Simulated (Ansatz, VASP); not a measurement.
## CdSe in VASP and in Ansatz

```xyz
2
Lattice="3.0703 3.0703 0.0000 -3.0703 3.0703 0.0000 0.0000 3.0703 3.0703" Properties=species:S:1:pos:R:3 pbc="T T T"
Cd    0.0000    0.0000    0.0000
Se    1.5351    4.6054    1.5351
```

Alike in both runs: task relaxation of cell and atoms; functional r2SCAN; k mesh 10 × 10 × 10; occupations fermi-dirac, width 0.05 eV; no spin polarisation.

|  | VASP | Ansatz |
| --- | --- | --- |
| version | VASP 6.6.1 | Ansatz 0.2.0 |
| potentials or method | VASP PAW PBE potentials, release 64 (Cd, Se) | PAW with Ansatz's default frozen-core files, scalar-relativistic |
| plane-wave cutoff (eV) | 600 | 500 |
| valence electrons in the cell | 18 | 36 |

```tsv
	VASP	Ansatz	Ansatz less VASP
relaxed volume (Å³/atom)	28.95	28.84	-0.107
relaxed length of the cell vector where the two differ most in proportion (Å)	4.342	4.337	-0.0054
```

VASP's potentials were made for PBE, not for r2SCAN. VASP's potentials hold 18 valence electrons a cell and Ansatz's 36, so a difference there can come from the potentials and not from the codes.
